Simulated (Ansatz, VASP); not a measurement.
One calculation of LiF, two programs

```
Li F
1.0
     0.00000    2.14461    2.12209
     2.14461    0.00000    2.12209
     2.14461    2.14461    0.00000
Li F
1 1
Direct
  0.00000 0.00000 0.00000
  0.25000 0.25000 0.25000
```

Change from the starting cell: uniaxial_z strain -1.1%.

Alike in both runs: task single point; functional PBE; k mesh 10 × 10 × 10; occupations fermi-dirac, width 0.02 eV; no spin polarisation.

|  | VASP | Ansatz |
| --- | --- | --- |
| version | VASP 6.6.1 | Ansatz 0.2.0 |
| potentials or method | VASP PAW PBE potentials, release 64 (Li_sv, F) | plane waves, PAW |
| plane-wave cutoff (eV) | 520 | 420 |
| valence electrons in the cell | 10 | 10 |

Ansatz gave:

| Item | Value |
| --- | --- |
| gap on the k mesh at the Fermi level (eV) | 7.98 |

**Question.** What did VASP give for the same quantities?

**Answer.** gap on the k mesh at the Fermi level (eV): 7.96.

With one functional, cell and mesh, what is left measures potentials, basis and numerics.

Noted on VASP's run: the cutoff is short for stress, so the pressure is rough.
